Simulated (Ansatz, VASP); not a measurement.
**Two plane-wave programs on Ag**

The input INCAR:

```
PREC = Accurate
ENCUT = 500
EDIFF = 1E-6
ISMEAR = 0
SIGMA = 0.025
LREAL = F
LASPH = T
NELM = 120
ALGO = Normal
ISIF = 2
LWAVE = F
LCHARG = F
GGA = PE
NBANDS = 12
GGA_COMPAT = F
```

KPOINTS

```
regular mesh
0
Gamma
  11 11 11
```

The input POSCAR:

```
Ag
1.0
   -1.6556540000      1.6556540000      1.6556540000
    1.6556540000     -1.6556540000      1.6556540000
    1.6556540000      1.6556540000     -1.6556540000
Ag
1
Direct
    0.0000000000      0.0000000000      0.0000000000
```

input.yaml

```yaml
crystal:
  lattice:
    - [-1.655654, 1.655654, 1.655654]
    - [1.655654, -1.655654, 1.655654]
    - [1.655654, 1.655654, -1.655654]
  atoms:
    - { symbol: Ag, position: [0.0, 0.0, 0.0] }
hamiltonian:
  xc: pbe
  pseudopotentials: { kind: paw }
kpoints:
  mp_grid: { grid: [11, 11, 11] }
scf:
  occupations: { method: gaussian, width: 0.025 }
output:
  forces: true
  stress: true
  eigenvalues: true
```

Alike in both runs: task single point; functional PBE; k mesh 11 × 11 × 11; occupations gaussian, width 0.025 eV; no spin polarisation.

```csv
,VASP,Ansatz
version,VASP 6.6.1,Ansatz 0.2.0
potentials or method,"VASP PAW PBE potentials, release 64 (Ag)",Ansatz PAW
plane-wave cutoff (eV),500,420
valence electrons in the cell,11,19
```

```tsv
	VASP	Ansatz	Ansatz less VASP
gap on the k mesh at the Fermi level (eV)	none	none	-
pressure (GPa)	-0.9	-0.8	+0.08
```

A gap of «none» marks a metal or a gap that the smearing closes. VASP's potentials hold 11 valence electrons a cell and Ansatz's 19, so a difference there can come from the potentials and not from the codes.
